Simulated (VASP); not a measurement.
Here is a VASP 6.6.1 calculation.

The input INCAR:

```
ALGO = Normal
EDIFF = 1E-6
ENCUT = 520
GGA = PE
ISIF = 2
ISMEAR = -1
LASPH = True
LCHARG = False
LREAL = False
LWAVE = False
NBANDS = 14
NELM = 60
PREC = Accurate
SIGMA = 0.06122561905347299
```

The input KPOINTS:

```
k-points
0
Gamma
  17 17 17
```

Contents of POSCAR:

```
Bi
1.0
    3.2547724819      0.0000000000      0.0000000000
    0.0000000000      3.2547724819      0.0000000000
    0.0000000000      0.0000000000      3.2547724819
Bi
1
Direct
    0.0000000000      0.0000000000      0.0000000000
```

Potentials or basis: VASP PAW PBE potentials, release 64 (Bi_d).

Command:

```console
$ cat potpaw_PBE.64/Bi_d/POTCAR > POTCAR
$ mpirun -np 1 vasp_std > vasp.out
```

Question: What does it give for the pressure?

Answer: 0.9 GPa.

Question: What does it give for the band gap on the k mesh?

Answer: Zero (an odd number of electrons rules out a gap without spin polarisation).

Caveat: spin-orbit coupling is left out, which moves the levels of the heavy elements.
